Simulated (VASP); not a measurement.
Here is a VASP 6.6.1 calculation.

The input INCAR:

```
SYSTEM = Te7Se
PREC = Accurate
ENCUT = 600
EDIFF = 1E-6
ISMEAR = 0
SIGMA = 0.1
LREAL = .False.
LASPH = .True.
NELM = 100
ALGO = Normal
ISIF = 3
LWAVE = .False.
LCHARG = .False.
GGA = PE
IBRION = 2
NSW = 100
EDIFFG = -0.01
```

Contents of KPOINTS:

```
Automatic mesh
0
Gamma
  8 8 8
  0 0 0
```

POSCAR

```
Te7Se
1.0
    0.0000000000      4.7807901092      4.7807901092
    4.7807901092      0.0000000000      4.7807901092
    4.7807901092      4.7807901092      0.0000000000
Te Se
7 1
Direct
    0.5000000000      0.0000000000      0.0000000000
    0.0000000000      0.5000000000      0.5000000000
    0.0000000000      0.5000000000      0.0000000000
    0.5000000000      0.0000000000      0.5000000000
    0.0000000000      0.0000000000      0.5000000000
    0.5000000000      0.5000000000      0.0000000000
    0.5000000000      0.5000000000      0.5000000000
    0.0000000000      0.0000000000      0.0000000000
```

Potentials or basis: VASP PAW PBE potentials, release 64 (Te, Se).

The run is started by

```console
$ cat potpaw_PBE.64/Te/POTCAR potpaw_PBE.64/Se/POTCAR > POTCAR
$ mpirun -np 1 vasp_std > vasp.out
```

Task: What does it give for the relaxed volume?

Result: 27.21 Å³/atom.

Task: Predict the band gap on the k mesh.

Result: Zero (band 24 reaches 9.07 eV, above the bottom of band 25 at 7.24 eV).

Task: Estimate the space group after relaxing (to 0.05 Å).

Result: Fm-3m (No. 225).

Task: Estimate the relaxed cell.

Result: a = 6.752 Å, b = 6.752 Å, c = 6.752 Å, α = 60.00°, β = 60.00°, γ = 60.00°.

Final structure:
```
CELL_PARAMETERS angstrom
0.00000 4.77435 4.77435
4.77435 0.00000 4.77435
4.77435 4.77435 0.00000
ATOMIC_POSITIONS crystal
Te 0.50000 0.00000 0.00000
Te 0.00000 0.50000 0.50000
Te 0.00000 0.50000 0.00000
Te 0.50000 0.00000 0.50000
Te 0.00000 0.00000 0.50000
Te 0.50000 0.50000 0.00000
Te 0.50000 0.50000 0.50000
Se 0.00000 0.00000 0.00000
```

Caveat: spin-orbit coupling is left out, which moves the levels of the heavy elements.
